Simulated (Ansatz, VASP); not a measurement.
## One calculation of Nb, two programs

```
CELL_PARAMETERS angstrom
0.00000 2.13248 2.13248
2.13248 0.00000 2.13248
2.13248 2.13248 0.00000
ATOMIC_POSITIONS crystal
Nb 0.00000 0.00000 0.00000
```

Change from the starting cell: volume scaled by 1.025.

Alike in both runs: task single point; functional PBE; k mesh 13 × 13 × 13; occupations fermi-dirac, width 0.08 eV; no spin polarisation.

|  | VASP | Ansatz |
| --- | --- | --- |
| version | VASP 6.6.1 | Ansatz 0.2.0 |
| potentials or method | VASP PAW PBE potentials, release 64 (Nb_sv), cutoff 520 eV | all-electron LAPW, scalar-relativistic |

Ansatz gave:

- pressure (GPa): -4.9

Which values does VASP return?

Pressure (GPa): -5.2.

Ansatz ran all-electron here, and VASP with PAW potentials.
